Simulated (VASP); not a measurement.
Wanted: the native input for a VASP 6.6.1 run.

| Property | Result |
| --- | --- |
| Task | single point |
| Functional | PBE |
| Potentials or basis | VASP PAW PBE potentials, release 64 (Ca_sv, F) |
| Cutoff | 600 eV |
| k mesh | 6 × 6 × 6 |
| Occupations | gaussian, width 0.1 eV |
| Spin | no spin polarisation |
| Dipole correction | no |
| Further INCAR settings | ALGO = Normal; EDIFF = 1e-06; NBANDS = 19 |

The structure of CaF2 lies in POSCAR:

```
CaF2
1.0
    0.0000000000      2.7100000000      2.7100000000
    2.7100000000      0.0000000000      2.7100000000
    2.7100000000      2.7100000000      0.0000000000
Ca F
1 2
Direct
    0.0000000000      0.0000000000      0.0000000000
    0.2500000000      0.2500000000      0.2500000000
    0.7500000000      0.7500000000      0.7500000000
```

One way to write it, as run:

INCAR

```
PREC = Accurate
ENCUT = 600
EDIFF = 1E-6
ISMEAR = 0
SIGMA = 0.1
LREAL = False
LASPH = True
NELM = 120
ALGO = Normal
ISIF = 2
LWAVE = False
LCHARG = True
GGA = PE
LELF = True
LVHAR = True
NBANDS = 19
GGA_COMPAT = False
```

KPOINTS

```
regular mesh
0
Gamma
  6 6 6
```

Potentials or basis: VASP PAW PBE potentials, release 64 (Ca_sv, F).

Command:

```console
$ cat potpaw_PBE.64/Ca_sv/POTCAR potpaw_PBE.64/F/POTCAR > POTCAR
$ mpirun -np 1 vasp_std > vasp.out
```

It gave:

```json
{
  "Pressure": "4.6 GPa",
  "Band gap on the k mesh": "7.42 eV (least direct gap 7.68 eV)"
}
```

Caveat: the cell stands under pressure.

Wall time 21 s on 1 thread of Intel Xeon 8259CL, on a shared host, peak memory 0.18 GiB.
